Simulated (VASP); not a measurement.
# AgI (F-43m) in VASP: a series of runs

AgI is run at these levels: LDA; tasks: single point.

Program: VASP 6.6.1. These are calculated values, not measurements. Logs are shortened: lines on timing, memory, paths and dates and some standing lists are left out, and cuts for length are marked.

### 1 The cell of the first run

Symmetry: F-43m, No. 216, cubic system. The conventional cell has a = 6.473 Å, b = 6.473 Å, c = 6.473 Å, α = 90.00°, β = 90.00°, γ = 90.00°. Within 3.7 Å of Ag (site symmetry -43m) lie 4 I at 2.80 Å. I (site symmetry -43m) has 4 Ag at 2.80 Å within 3.7 Å.

### 2 Single point, LDA

Input file INCAR:

```
  ALGO = Normal
  EDIFF = 1E-6
  ENCUT = 500
  GGA_COMPAT = False
  ISIF = 2
  ISMEAR = 0
  ISYM = 0
  LASPH = True
  LCHARG = True
  LELF = True
  LREAL = False
  LVHAR = True
  LWAVE = False
  NBANDS = 16
  NELM = 120
  PREC = Accurate
  SIGMA = 0.01
```

Input file KPOINTS:

```
Automatic mesh
0
Gamma
  4 4 4
  0.5 0.5 0.5
```

Input file POSCAR:

```
AgI
1.0
    0.0000000000      3.2365000000      3.2365000000
    3.2365000000      0.0000000000      3.2365000000
    3.2365000000      3.2365000000      0.0000000000
Ag I
1 1
Direct
    0.0000000000      0.0000000000      0.0000000000
    0.2500000000      0.2500000000      0.2500000000
```

Potentials or basis: VASP PAW LDA potentials, release 64 (Ag, I).

Started as:

```
cat potpaw_LDA.64/Ag/POTCAR potpaw_LDA.64/I/POTCAR > POTCAR
mpirun -np 1 vasp_std > vasp.out
```

OUTCAR:

```text
EDIFF = 1E-6
   ENCUT = 500
   ISIF = 2
   ISMEAR = 0
   ISYM = 0
   LASPH = True
   LREAL = False
   NELM = 120
   PREC = Accurate

 ion  position               nearest neighbor table
   1  0.000  0.000  0.000-   2 2.80   2 2.80   2 2.80   2 2.80
   2  0.250  0.250  0.250-   1 2.80   1 2.80   1 2.80   1 2.80

IMPORTANT INFORMATION: All symmetrisations will be switched off!
NOSYMM: (Re-)initialisation of all symmetry stuff for point group C_1.

----------------------------------------------------------------------------------------

                                     Primitive cell

  volume of cell :      67.8042

  direct lattice vectors                    reciprocal lattice vectors
     0.000000000  3.236500000  3.236500000    -0.154487873  0.154487873  0.154487873
     3.236500000  0.000000000  3.236500000     0.154487873 -0.154487873  0.154487873
     3.236500000  3.236500000  0.000000000     0.154487873  0.154487873 -0.154487873

  length of vectors
     4.577102195  4.577102195  4.577102195     0.267580845  0.267580845  0.267580845

  position of ions in fractional coordinates (direct lattice)
[... 8 lines left out ...]
----------------------------------------------------------------------------------------

 KPOINTS: Automatic mesh

Automatic generation of k-mesh.
 Grid dimensions read from file:
 generate k-points for:    4    4    4

 Generating k-lattice:

  Cartesian coordinates                     Fractional coordinates (reciprocal lattice)
    -0.038621968  0.038621968  0.038621968     0.250000000  0.000000000  0.000000000
     0.038621968 -0.038621968  0.038621968     0.000000000  0.250000000  0.000000000
     0.038621968  0.038621968 -0.038621968     0.000000000  0.000000000  0.250000000

  Length of vectors
     0.066895211  0.066895211  0.066895211

  Shift w.r.t. Gamma in fractional coordinates (k-lattice)
     0.500000000  0.500000000  0.500000000

 Subroutine IBZKPT returns following result:
 ===========================================

 Found    128 irreducible k-points:

 Following reciprocal coordinates:
            Coordinates               Weight
  0.125000  0.125000  0.125000      2.000000
  0.125000  0.000000  0.000000      2.000000
  0.000000  0.000000 -0.125000      2.000000
  0.000000  0.125000  0.000000      2.000000
  0.375000  0.125000  0.125000      2.000000
  0.125000  0.375000  0.125000      2.000000
[... 16 lines left out ...]
  0.000000  0.500000 -0.125000      2.000000
  0.500000  0.000000 -0.125000      2.000000
 [... further k-points ...]
   k-points           NKPTS =    128   k-points in BZ     NKDIM =    128   number of bands    NBANDS=     16
   number of dos      NEDOS =    301   number of ions     NIONS =      2
   total plane-waves  NPLWV =  46656
   dimension x,y,z NGX =    36 NGY =   36 NGZ =   36
   dimension x,y,z NGXF=    72 NGYF=   72 NGZF=   72
   ions per type =               1   1
   NGX,Y,Z   is equivalent  to a cutoff of  13.08, 13.08, 13.08 a.u.
   NGXF,Y,Z  is equivalent  to a cutoff of  26.15, 26.15, 26.15 a.u.
 SYSTEM =  unknown system
   PREC   = accura    normal or accurate (medium, high low for compatibility)
   ISTART =      0    job   : 0-new  1-cont  2-samecut
   ICHARG =      2    charge: 1-file 2-atom 10-const
   ISPIN  =      1    spin polarized calculation?
   LNONCOLLINEAR =      F non collinear calculations
   LSORBIT =      F    spin-orbit coupling
   LASPH  =      T    aspherical Exc in radial PAW
   ENCUT  =  500.0 eV  36.75 Ry    6.06 a.u.   8.35  8.35  8.35*2*pi/ulx,y,z
   NELM   =    120;   NELMIN=  2; NELMDL= -5     # of ELM steps
   EDIFF  = 0.1E-05   stopping-criterion for ELM
   LREAL  =      F    real-space projection
   EDIFFG = 0.1E-04   stopping-criterion for IOM
   NSW    =      0    number of steps for IOM
   IBRION =     -1    ionic relax: 0-MD 1-quasi-New 2-CG
   NFREE  =      0    steps in history (QN), initial steepest desc. (CG)
   ISIF   =      2    stress and relaxation
   ISYM   =      0    0-nonsym 1-usesym 2-fastsym
   POTIM  = 0.5000    time-step for ionic-motion
   TEBEG  =    0.0;   TEEND  =   0.0 temperature during run
   PSTRESS=    0.0 pullay stress
   NELECT =      18.0000    total number of electrons
   NUPDOWN=      -1.0000    fix difference up-down
   EMIN   =  10.00;   EMAX   =-10.00  energy-range for DOS
   EFERMI =   0.00;   METHOD = LEGACY
   ISMEAR =     0;   SIGMA  =   0.01  broadening in eV -4-tet -1-fermi 0-gaus
   EFERMI_NEDOS =   21; number of points for ismear=-14 and -15
   IALGO  =     38    algorithm
   IMIX   =      4    mixing-type and parameters
     AMIX     =   0.40;   BMIX     =  1.00
     AMIX_MAG =   1.60;   BMIX_MAG =  1.00
  volume/ion in A,a.u.               =      33.90       228.78
  Fermi-wavevector in a.u.,A,eV,Ry     =   1.052156  1.988286 15.062083  1.107032
  Thomas-Fermi vector in A             =   2.187227
   LORBIT       =      0    0 simple, 1 ext, 2 COOP (PROOUT), +10 PAW based schemes
   GGA     = CA    functional components
   LHFCALC =     F    Hartree Fock is set to
   AEXX    =    0.0000 exact exchange contribution
   IVDW    =     0    specifies the selected vdW correction
   LEPSILON=     F    determine dielectric tensor
   LRPA    =     F    only Hartree local field effects (RPA)
 non-spin polarized calculation
 Gauss-broadening in eV      SIGMA  =   0.01
  energy-cutoff  :      500.00
  volume of cell :       67.80
 maximum number of plane-waves:      1735
 NGX is ok and might be reduce to    36
   NGX = 17   NGY = 17   NGZ = 17

 number of electron      17.9999998 magnetization

 Free energy of the ion-electron system (eV)
  ---------------------------------------------------
  ext. energy  EPLUGINS =         0.00000000
  ---------------------------------------------------
  free energy    TOTEN  =        -6.09774920 eV

  energy without entropy =       -6.09774920  energy(sigma->0) =       -6.09774920

 E-fermi :   3.0171     XC(G=0):  -8.8984

 val. band max:        2.9064957380   @ k =   0.0000   0.1250   0.0000
 cond. band min:       4.7754346635   @ k =   0.0000   0.1250   0.0000
 fundamental gap:      1.8689389256
 Fermi energy:         3.0170594355

 k-point     1 :       0.1250    0.1250    0.1250
  band No.  band energies     occupation
      1      -9.8512      2.00000
      2      -1.3251      2.00000
      3      -1.2705      2.00000
      4      -1.2705      2.00000
      5      -0.1485      2.00000
      6      -0.1485      2.00000
[... 8 lines left out ...]
     15      12.4112      0.00000
     16      12.4112      0.00000

 k-point     2 :       0.1250    0.0000    0.0000
  band No.  band energies     occupation
      1      -9.8512      2.00000
      2      -1.3251      2.00000
      3      -1.2705      2.00000
      4      -1.2705      2.00000
      5      -0.1485      2.00000
      6      -0.1485      2.00000
[... 8 lines left out ...]
     15      12.4112      0.00000
     16      12.4112      0.00000

 k-point     3 :       0.0000    0.0000   -0.1250
  band No.  band energies     occupation
      1      -9.8512      2.00000
      2      -1.3251      2.00000
      3      -1.2705      2.00000
      4      -1.2705      2.00000
      5      -0.1485      2.00000
      6      -0.1485      2.00000
[... 8 lines left out ...]
     15      12.4112      0.00000
     16      12.4112      0.00000

 k-point     4 :       0.0000    0.1250    0.0000
  band No.  band energies     occupation
      1      -9.8512      2.00000
      2      -1.3251      2.00000
      3      -1.2705      2.00000
      4      -1.2705      2.00000
      5      -0.1485      2.00000
      6      -0.1485      2.00000
[... 8 lines left out ...]
     15      12.4112      0.00000
     16      12.4112      0.00000

 k-point     5 :       0.3750    0.1250    0.1250
  band No.  band energies     occupation
      1      -9.6814      2.00000
      2      -1.3431      2.00000
      3      -1.1681      2.00000
      4      -1.1622      2.00000
      5      -0.1733      2.00000
      6      -0.1164      2.00000
[... 8 lines left out ...]
     15      12.7499      0.00000
     16      13.4234      0.00000

 k-point     6 :       0.1250    0.3750    0.1250
  band No.  band energies     occupation
      1      -9.6814      2.00000
      2      -1.3431      2.00000
      3      -1.1681      2.00000
      4      -1.1622      2.00000
      5      -0.1733      2.00000
      6      -0.1164      2.00000
[... 8 lines left out ...]
     15      12.7499      0.00000
     16      13.4234      0.00000
[... 267 lines left out ...]
 k-point    21 :      -0.3750    0.5000    0.5000
  band No.  band energies     occupation
      1      -9.5766      2.00000
      2      -1.2446      2.00000
      3      -1.1029      2.00000
      4      -1.0836      2.00000
      5      -0.1288      2.00000
      6      -0.1109      2.00000
[... 8 lines left out ...]
     15      13.3744      0.00000
     16      13.8832      0.00000

 k-point    22 :       0.1250    0.5000    0.0000
  band No.  band energies     occupation
      1      -9.5766      2.00000
      2      -1.2446      2.00000
      3      -1.1029      2.00000
      4      -1.0836      2.00000
      5      -0.1288      2.00000
      6      -0.1109      2.00000
[... 8 lines left out ...]
     15      13.3744      0.00000
     16      13.8832      0.00000

 k-point    23 :       0.0000    0.5000   -0.1250
  band No.  band energies     occupation
      1      -9.5766      2.00000
      2      -1.2446      2.00000
      3      -1.1029      2.00000
      4      -1.0836      2.00000
      5      -0.1288      2.00000
      6      -0.1109      2.00000
[... 8 lines left out ...]
     15      13.3744      0.00000
     16      13.8832      0.00000

 k-point    24 :       0.5000    0.0000   -0.1250
  band No.  band energies     occupation
      1      -9.5766      2.00000
      2      -1.2446      2.00000
      3      -1.1029      2.00000
      4      -1.0836      2.00000
      5      -0.1288      2.00000
      6      -0.1109      2.00000
[... 8 lines left out ...]
     15      13.3744      0.00000
     16      13.8832      0.00000

 [... further k-points ...]

------------------------ aborting loop because EDIFF is reached ----------------------------------------

  FORCE on cell =-STRESS in cart. coord.  units (eV):
  Direction    XX          YY          ZZ          XY          YZ          ZX
  --------------------------------------------------------------------------------------
  -------------------------------------------------------------------------------------
  Total       -0.8695699     -0.8695698     -0.8695702     -0.0000004      0.0000008     -0.0000006
  in kB      -20.5474649    -20.5474624    -20.5474726     -0.0000089      0.0000187     -0.0000153
  external PRESSURE =     -20.5474666 kB  Pullay stress =       0.0000000 kB

 VOLUME and BASIS-vectors are now :
 -----------------------------------------------------------------------------
  energy-cutoff  :      500.00
  volume of cell :       67.80
      direct lattice vectors                 reciprocal lattice vectors
     0.000000000  3.236500000  3.236500000    -0.154487873  0.154487873  0.154487873
     3.236500000  0.000000000  3.236500000     0.154487873 -0.154487873  0.154487873
     3.236500000  3.236500000  0.000000000     0.154487873  0.154487873 -0.154487873

 POSITION                                       TOTAL-FORCE (eV/Angst)
 -----------------------------------------------------------------------------------
      0.00000      0.00000      0.00000        -0.000000     -0.000000      0.000001
      1.61825      1.61825      1.61825         0.000000      0.000000     -0.000001
 -----------------------------------------------------------------------------------
    total drift:                                0.000000     -0.000001      0.000002

  FREE ENERGIE OF THE ION-ELECTRON SYSTEM (eV)
  ---------------------------------------------------
  free  energy   TOTEN  =        -6.0977491999 eV

  energy  without entropy=       -6.0977491999  energy(sigma->0) =       -6.09774920
```

Run time: 3.2 min. Hardware: 1 thread of AMD EPYC 7R43 (Zen 3), shared host; peak memory 0.25 GiB.

What came out:

```
Free energy            : -6.0977 eV
Pressure               : -2.1 GPa
Band gap on the k mesh : 1.87 eV, direct
```

Caveat: spin-orbit coupling is left out, which moves the levels of the heavy elements.

### 3 Single point, LDA

Input file INCAR:

```
SYSTEM = AgI
PREC = Accurate
ENCUT = 500
EDIFF = 1E-6
ISMEAR = 0
SIGMA = 0.01
LREAL = .False.
LASPH = .True.
NELM = 120
ALGO = Normal
ISIF = 2
LWAVE = .False.
LCHARG = .False.
GGA = CA
NBANDS = 16
ISYM = 0
GGA_COMPAT = .False.
```

KPOINTS is that of step 2.

POSCAR is that of step 2.

Potentials or basis: VASP PAW LDA potentials, release 64 (Ag, I).

Started as:

```
cat potpaw_LDA.64/Ag/POTCAR potpaw_LDA.64/I/POTCAR > POTCAR
mpirun -np 1 vasp_std > vasp.out
```

Wall time 3 min (1 thread of AMD EPYC 7R43 (Zen 3), shared host); peak memory 0.24 GiB.

The run converged. Its results:

- Free energy: -6.0977 eV
- Pressure: -2.1 GPa
- Band gap on the k mesh: 1.87 eV, direct

Levels at points of the mesh, in eV from the valence-band top:
| k point | band 6 | band 7 | band 8 | band 9 | band 10 | band 11 | band 12 | band 13 |
| --- | --- | --- | --- | --- | --- | --- | --- | --- |
| (0.12, 0.12, 0.12) | -3.05 | -0.63 | 0.00 | 0.00 | 1.87 | 5.49 | 5.91 | 5.91 |

Caveat: spin-orbit coupling is left out, which moves the levels of the heavy elements. As with any semilocal functional, this LDA gap is likely too small.
